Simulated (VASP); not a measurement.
Here is a VASP 6.6.1 calculation.

INCAR

```
PREC = Accurate ; ENCUT = 600
EDIFF = 1E-6 ; ISMEAR = -1
SIGMA = 0.01 ; LREAL = False
LASPH = True ; NELM = 120
ALGO = Normal ; ISIF = 2
LWAVE = False ; LCHARG = False
NBANDS = 16 ; GGA_COMPAT = False
```

The input KPOINTS:

```
Automatic mesh
0
Gamma
  8 8 8
```

File POSCAR:

```
GaN
1.0
    0.0000000000      2.1563823651      2.1563823651
    2.1563823651      0.0000000000      2.1563823651
    2.1563823651      2.1563823651      0.0000000000
Ga N
1 1
Direct
    0.0000000000      0.0000000000      0.0000000000
    0.5000000000      0.5000000000      0.5000000000
```

Potentials or basis: VASP PAW LDA potentials, release 64 (Ga_d, N).

Launch:

```bash
$ cat potpaw_LDA.64/Ga_d/POTCAR potpaw_LDA.64/N/POTCAR > POTCAR
$ mpirun -np 1 vasp_std > vasp.out
```

Problem. Estimate the pressure.

Solution. -17.7 GPa.

Problem. Predict the band gap on the k mesh.

Solution. 0.06 eV, indirect (least direct gap 2.09 eV).

A k mesh can miss the band edges.
